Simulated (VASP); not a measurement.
# MoW14 (a cell with a defect) in VASP: further runs, part 2 of 2

VASP 6.6.1.

## (5) Single point, PBE

Contents of INCAR:

```
SYSTEM = MoW14
PREC = Accurate ; ENCUT = 520
EDIFF = 1E-7 ; ISMEAR = 0
SIGMA = 0.1 ; LREAL = Auto
LASPH = .TRUE. ; NELM = 100
ALGO = Normal ; ISIF = 2
LWAVE = .FALSE. ; LCHARG = .TRUE.
GGA = PE ; LELF = .TRUE.
LVHAR = .TRUE. ; NBANDS = 118
```

Contents of KPOINTS:

```
Automatic mesh
0
G
  3 3 3
  0 0 0
```

Contents of POSCAR:

```
MoW14
1.0
    6.3200000000      0.0000000000      0.0000000000
    0.0000000000      6.3200000000      0.0000000000
    0.0000000000      0.0000000000      6.3200000000
W Mo
14 1
Direct
   -0.0003426243     -0.0001284117     -0.0001249105
    0.4990823830     -0.0003808846     -0.0004059738
   -0.0006475095      0.4994749120     -0.0003775194
   -0.0006385418     -0.0003675684      0.4994020888
    0.4988661861      0.4991675197     -0.0002950789
    0.4987838981     -0.0002478954      0.4990775819
    0.7473404530      0.2513329847      0.2512972489
   -0.0009631451      0.4990743360      0.4990114022
    0.2510327853      0.7476591375      0.2513629679
    0.2509358201      0.2513618781      0.7476049277
    0.7460340890      0.7464545765      0.2523630952
    0.7460139131      0.2522866425      0.7464468953
    0.2520347127      0.7463437101      0.7462926372
    0.7471311500      0.7474894058      0.7475101650
    0.2518667304      0.2522705574      0.2521734726
```

Potentials or basis: VASP PAW PBE potentials, release 64 (W_sv, Mo_sv).

The run is started by

```sh
> cat potpaw_PBE.64/W_sv/POTCAR potpaw_PBE.64/Mo_sv/POTCAR > POTCAR
> mpirun -np 1 vasp_std > vasp.out
```

OUTCAR:

```text
SYSTEM = MoW14
   PREC = Accurate
   ENCUT = 520
   EDIFF = 1E-7
   ISMEAR = 0
   LREAL = Auto
   LASPH = .TRUE.
   NELM = 100
   ISIF = 2
   GGA = PE

 ion  position               nearest neighbor table
   1  1.000  1.000  1.000-  10 2.76   9 2.76   7 2.76  15 2.76  14 2.76  12 2.77  13 2.77  11 2.77
                             2 3.16   4 3.16   3 3.16   3 3.16   4 3.16   2 3.16
   2  0.499  1.000  1.000-   7 2.74   9 2.74  10 2.74  14 2.74  15 2.75  12 2.75  11 2.75  13 2.75
                             1 3.16   6 3.16   5 3.16   5 3.16   6 3.16   1 3.16
   3  0.999  0.499  1.000-   9 2.74  10 2.74   7 2.74  15 2.75  14 2.75  13 2.75  11 2.75  12 2.75
                             8 3.16   5 3.16   1 3.16   1 3.16   5 3.16   8 3.16
   4  0.999  1.000  0.499-  10 2.74   9 2.74   7 2.74  15 2.75  14 2.75  13 2.75  12 2.75  11 2.75
                             6 3.16   8 3.16   1 3.16   1 3.16   8 3.16   6 3.16
   5  0.499  0.499  1.000-  15 2.72  11 2.73  12 2.73  13 2.73  10 2.73   7 2.73   9 2.73  14 2.73
                             3 3.16   2 3.16   2 3.16   3 3.16
   6  0.499  1.000  0.499-  15 2.72  12 2.73  11 2.73  13 2.73   9 2.73   7 2.73  10 2.73  14 2.73
                             4 3.16   2 3.16   2 3.16   4 3.16
   7  0.747  0.251  0.251-   8 2.73   5 2.73   6 2.73   2 2.74   4 2.74   3 2.74   1 2.76  11 3.13
                            12 3.13  15 3.13  15 3.19  12 3.19  11 3.19
   8  0.999  0.499  0.499-  15 2.72  11 2.73   7 2.73  12 2.73  13 2.73  10 2.73   9 2.73  14 2.73
                             3 3.16   4 3.16   4 3.16   3 3.16
   9  0.251  0.748  0.251-   6 2.73   5 2.73   8 2.73   3 2.74   4 2.74   2 2.74   1 2.76  13 3.13
                            11 3.13  15 3.13  15 3.19  11 3.19  13 3.19
  10  0.251  0.251  0.748-   5 2.73   6 2.73   8 2.73   4 2.74   3 2.74   2 2.74   1 2.76  13 3.13
                            12 3.13  15 3.13  15 3.19  12 3.19  13 3.19
  11  0.746  0.746  0.252-   8 2.73   5 2.73   6 2.73   2 2.75   3 2.75   4 2.75   1 2.77   9 3.13
                             7 3.13  14 3.13  14 3.19   7 3.19   9 3.19
  12  0.746  0.252  0.746-   6 2.73   8 2.73   5 2.73   2 2.75   4 2.75   3 2.75   1 2.77  10 3.13
                             7 3.13  14 3.13  14 3.19   7 3.19  10 3.19
  13  0.252  0.746  0.746-   6 2.73   5 2.73   8 2.73   4 2.75   3 2.75   2 2.75   1 2.77   9 3.13
                            10 3.13  14 3.13  14 3.19  10 3.19   9 3.19
[... 200 lines left out ...]

  energy without entropy =     -188.82074436  energy(sigma->0) =     -188.85678092

 E-fermi :  10.2924     XC(G=0): -13.1987

 val. band max:       10.2432053961   @ k =   0.0000   0.0000   0.0000
 cond. band min:      10.3031393820   @ k =   0.0000   0.3333   0.0000
 fundamental gap:      0.0599339859
 Fermi energy:        10.2924424194

 k-point     1 :       0.0000    0.0000    0.0000
  band No.  band energies     occupation
      1     -63.5844      2.00000
      2     -63.5265      2.00000
      3     -63.5257      2.00000
      4     -63.5048      2.00000
      5     -63.4909      2.00000
      6     -63.4791      2.00000
[... 1669 lines left out ...]
    116      12.6088      0.00000
    117      12.7039      0.00000
 [bands above 117 left out]

------------------------ aborting loop because EDIFF is reached ----------------------------------------

  FORCE on cell =-STRESS in cart. coord.  units (eV):
  Direction    XX          YY          ZZ          XY          YZ          ZX
  --------------------------------------------------------------------------------------
  -------------------------------------------------------------------------------------
  Total       -0.5990533     -0.6025530     -0.6037196      0.0936679      0.0894256      0.0935206
  in kB       -3.8021113     -3.8243235     -3.8317277      0.5944975      0.5675721      0.5935625
  external PRESSURE =      -3.8193875 kB  Pullay stress =       0.0000000 kB

 VOLUME and BASIS-vectors are now :
 -----------------------------------------------------------------------------
  energy-cutoff  :      520.00
  volume of cell :      252.44
      direct lattice vectors                 reciprocal lattice vectors
     6.320000000  0.000000000  0.000000000     0.158227848  0.000000000  0.000000000
     0.000000000  6.320000000  0.000000000     0.000000000  0.158227848  0.000000000
     0.000000000  0.000000000  6.320000000     0.000000000  0.000000000  0.158227848

 POSITION                                       TOTAL-FORCE (eV/Angst)
 -----------------------------------------------------------------------------------
      6.31783      6.31919      6.31921        -0.009974     -0.002867     -0.005839
      3.15420      6.31759      6.31743         0.004496      0.005534      0.002352
      6.31591      3.15668      6.31761        -0.003234     -0.000043     -0.003120
      6.31596      6.31768      3.15622        -0.006858      0.000672      0.005630
      3.15283      3.15474      6.31814        -0.010980     -0.009011     -0.010422
      3.15231      6.31843      3.15417        -0.001336     -0.010029     -0.001480
      4.72319      1.58842      1.58820        -0.016395      0.010208      0.011248
      6.31391      3.15415      3.15375         0.015459      0.001860      0.007165
      1.58653      4.72521      1.58861         0.006793     -0.012561      0.007564
      1.58591      1.58861      4.72486         0.014593      0.011995     -0.009830
      4.71494      4.71759      1.59493        -0.001113     -0.005889      0.002658
      4.71481      1.59445      4.71754        -0.000662      0.009716     -0.008848
      1.59286      4.71689      4.71657         0.001842     -0.002155      0.001008
      4.72187      4.72413      4.72426        -0.005574     -0.006671     -0.010877
      1.59180      1.59435      1.59374         0.012943      0.009243      0.012793
 -----------------------------------------------------------------------------------
    total drift:                                0.005151      0.002670      0.002711

  FREE ENERGIE OF THE ION-ELECTRON SYSTEM (eV)
  ---------------------------------------------------
  free  energy   TOTEN  =      -188.8928174847 eV

  energy  without entropy=     -188.8207443571  energy(sigma->0) =     -188.85678092
```

stdout:

```text
POSCAR found type information on POSCAR W Mo
 POSCAR found :  2 types and      15 ions
 scaLAPACK will be used
 LDA part: xc-table for (Slater+PW92), standard interpolation
 POSCAR, INCAR and KPOINTS ok, starting setup
 FFT: planning ... GRIDC
 FFT: planning ... GRID_SOFT
 FFT: planning ... GRID
 WAVECAR not read
 entering main loop
```

Wall time 6.5 min (1 thread of Intel Xeon 6975P-C (Granite Rapids), shared host); peak memory 0.46 GiB.

What came out:

```yaml
Free_energy: -188.8928 eV
Pressure: -0.4 GPa
Largest_force: 0.022 eV/Å
```

Forces on the atoms (eV/Å):
```
W   -0.010 -0.003 -0.006
W    0.004  0.006  0.002
W   -0.003  0.000 -0.003
W   -0.007  0.001  0.006
W   -0.011 -0.009 -0.010
W   -0.001 -0.010 -0.001
W   -0.016  0.010  0.011
W    0.015  0.002  0.007
W    0.007 -0.013  0.008
W    0.015  0.012 -0.010
W   -0.001 -0.006  0.003
W   -0.001  0.010 -0.009
W    0.002 -0.002  0.001
W   -0.006 -0.007 -0.011
Mo   0.013  0.009  0.013
```

Stress tensor (GPa, compression positive):
```
-0.38  0.06  0.06
 0.06 -0.38  0.06
 0.06  0.06 -0.38
```

Caveat: spin-orbit coupling is left out, which moves the levels of the heavy elements.
